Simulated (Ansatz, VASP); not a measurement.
**One calculation of Sb, two programs**

POSCAR

```
Sb
1.0
   -1.8713408863      1.8713408863      1.8713408863
    1.8713408863     -1.8713408863      1.8713408863
    1.8713408863      1.8713408863     -1.8713408863
Sb
1
Direct
    0.0000000000      0.0000000000      0.0000000000
```

Contents of INCAR.step1:

```
SYSTEM = Sb
ALGO     = Normal         ! electronic algorithm
EDIFF    = 1E-5           ! SCF threshold, eV
ENCUT    = 520            ! plane-wave cutoff, eV
GGA      = PE             ! functional
ISIF     = 2              ! what is computed and relaxed
ISMEAR   = -1             ! smearing method
LASPH    = .True.         ! aspherical terms in the spheres
LREAL    = .False.        ! projectors in reciprocal space
LWAVE    = .True.         ! write WAVECAR
NBANDS   = 8              ! bands
NELM     = 60             ! most SCF steps
PREC     = Accurate       ! precision mode
SIGMA    = 0.05           ! smearing width, eV
```

Contents of INCAR.step2:

```
SYSTEM = Sb
AEXX     = 0.25           ! exact-exchange fraction
ALGO     = Normal         ! electronic algorithm
EDIFF    = 1E-6           ! SCF threshold, eV
ENCUT    = 520            ! plane-wave cutoff, eV
GGA      = PS             ! functional
HFSCREEN = 0.207          ! screening, 1/A
ISIF     = 2              ! what is computed and relaxed
ISMEAR   = -1             ! smearing method
ISTART   = 1            
LASPH    = .True.         ! aspherical terms in the spheres
LCHARG   = .True.         ! write CHGCAR
LELF     = .True.         ! ELF
LHFCALC  = .True.         ! exact exchange
LREAL    = .False.        ! projectors in reciprocal space
LVHAR    = .True.       
LWAVE    = .False.        ! write WAVECAR
NBANDS   = 8              ! bands
NELM     = 60             ! most SCF steps
PREC     = Accurate       ! precision mode
PRECFOCK = Normal       
SIGMA    = 0.05           ! smearing width, eV
```

KPOINTS

```
k-points
0
Gamma
  5 5 5
  0 0 0
```

The input input:

```
crystal:
  lattice:
    - [-1.8713408863, 1.8713408863, 1.8713408863]
    - [1.8713408863, -1.8713408863, 1.8713408863]
    - [1.8713408863, 1.8713408863, -1.8713408863]
  atoms:
    - { symbol: Sb, position: [0.0, 0.0, 0.0] }
hamiltonian:
  xc:
    exchange: hjs_pbesol
    correlation: pbesol
    exx: { coeff: 0.25, omega: 0.207 }
  pseudopotentials: { kind: paw }
kpoints:
  mp_grid: { grid: [5, 5, 5] }
  band_path:
    path:
      - [[0.0, 0.0, 0.0], [0.5, -0.5, 0.5], [0.0, 0.0, 0.5], [0.0, 0.0, 0.0], [0.25, 0.25, 0.25], [0.5, -0.5, 0.5]]
      - [[0.25, 0.25, 0.25], [0.0, 0.0, 0.5]]
    npoints: 4
scf:
  occupations: { method: fermi_dirac, width: 0.05 }
  n_extra_bands: 6
output:
  forces: true
  stress: true
  eigenvalues: true
  fatbands: false
```

Alike in both runs: functional PBEsol-based screened hybrid; k mesh 5 × 5 × 5; occupations fermi-dirac, width 0.05 eV; no spin polarisation.

|  | VASP | Ansatz |
| --- | --- | --- |
| version | VASP 6.6.1 | Ansatz 0.2.0 |
| potentials or method | VASP PAW PBE potentials, release 64 (Sb) | Ansatz PAW |
| plane-wave cutoff (eV) | 520 | 420 |
| valence electrons in the cell | 5 | 15 |
| task | single point | band structure |

VASP gave:

- gap on the k mesh at the Fermi level (eV): none
- pressure (GPa): -3.7

Task: Estimate Ansatz's values.

Result: gap on the k mesh at the Fermi level (eV): none; pressure (GPa): -2.7.

VASP's potentials were made for PBE, not for PBEsol-based screened hybrid. A gap of «none» marks a metal or a gap that the smearing closes. With one functional, cell and mesh, what is left measures potentials, basis and numerics. VASP's potentials hold 5 valence electrons a cell and Ansatz's 15, so a difference there can come from the potentials and not from the codes.

The k mesh is coarse, so the values compare programs but aren't converged. Neither program's run includes spin-orbit coupling.
